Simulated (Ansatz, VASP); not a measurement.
One calculation of W, two programs

File INCAR:

```
PREC = Accurate
ENCUT = 520
EDIFF = 1E-6
ISMEAR = 0
SIGMA = 0.05
LREAL = F
LASPH = T
NELM = 150
ALGO = Normal
ISIF = 2
LWAVE = F
LCHARG = F
MAGMOM = 0 0 0
LORBIT = 11
LSORBIT = T
GGA_COMPAT = F
LORBMOM = T
LMAXMIX = 4
GGA = PE
NBANDS = 25
```

The input KPOINTS:

```
regular mesh
0
Gamma
  18 18 18
```

The input POSCAR:

```
W
1.0
    0.0000000000      2.0201839300      2.0201839300
    2.0201839300      0.0000000000      2.0201839300
    2.0201839300      2.0201839300      0.0000000000
W
1
Direct
    0.0000000000      0.0000000000      0.0000000000
```

Input for Ansatz:

```yaml
crystal:
  lattice:
    - [0.0, 2.02018393, 2.02018393]
    - [2.02018393, 0.0, 2.02018393]
    - [2.02018393, 2.02018393, 0.0]
  atoms:
    - { symbol: W, position: [0.0, 0.0, 0.0] }
basis:
  ecutwfc: 600
  ecutrho_ratio: 5
kpoints:
  mp_grid: { grid: [18, 18, 18] }
  band_path:
    path:
      - [[0.0, 0.0, 0.0], [0.5, 0.0, 0.5], [0.625, 0.25, 0.625]]
      - [[0.375, 0.375, 0.75], [0.0, 0.0, 0.0], [0.5, 0.5, 0.5], [0.5, 0.25, 0.75], [0.5, 0.0, 0.5]]
    npoints: 10
hamiltonian:
  xc: pbe
scf:
  occupations: { method: gaussian, width: 0.05 }
  n_extra_bands: 20
output:
  forces: true
  stress: true
  eigenvalues: true
  populations: true
  dos: { projected: true, de: 0.02, nscf_kmesh: { grid: [27, 27, 27] } }
  bader: true
magnetization:
  noncollinear: true
  spin_orbit: true
checkpoint:
  read: start.run
  write: ck
  compress: false
  write_wavefunctions: false
  write_every: 100000
```

Alike in both runs: task single point; functional PBE; k mesh 18 × 18 × 18; occupations gaussian, width 0.05 eV; non-collinear spin, spin-orbit coupling.

|  | VASP | Ansatz |
| --- | --- | --- |
| version | VASP 6.6.1 | Ansatz 0.2.0 |
| potentials or method | VASP PAW PBE potentials, release 64 (W_sv), cutoff 520 eV | plane waves, PAW |
| valence electrons in the cell | 14 | 14 |

Ansatz gave:

```
pressure (GPa) : 0.0
```

Task: What did VASP give for the same quantities?

Result: Pressure (GPa): 1.0.
